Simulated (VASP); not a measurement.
Runs of VASP 6.6.1 on H3CCl. The cells are those of the table. 

```csv
task,cell,gap on the mesh (eV),pressure (GPa),largest force (eV/Å)
single point,"a = 8.382 Å, 40 atoms",5.39,0.1,1.97
relaxation of the atoms,"atoms relaxed from a = 8.382 Å, 40 atoms",5.29,-0.2,0.28
single point,"a = 8.974, b = 8.059, c = 8.848 Å, angles 91.6, 89.1, 87.0°, 40 atoms",(b),(a),2.60
single point,"a = 9.283, b = 7.846, c = 9.162 Å, angles 90.3, 89.1, 83.7°, 40 atoms",5.20,-0.3,3.38
```

Alike in all rows: level PBE+D3(BJ); potentials or basis VASP PAW PBE potentials, release 64 (C, Cl, H); no spin polarisation; k mesh 1 × 1 × 1; cutoff (eV) 520; smearing fermi-dirac 0.02 eV.

**Question.** Estimate the missing entries.

**Answer.** (a) -0.5; (b) 5.24.

Caveats: all runs use coarse meshes; the relaxation stopped at a loose force limit of 0.3 eV/Å, so its end isn't a converged minimum (some runs).

A k mesh can miss the band edges.
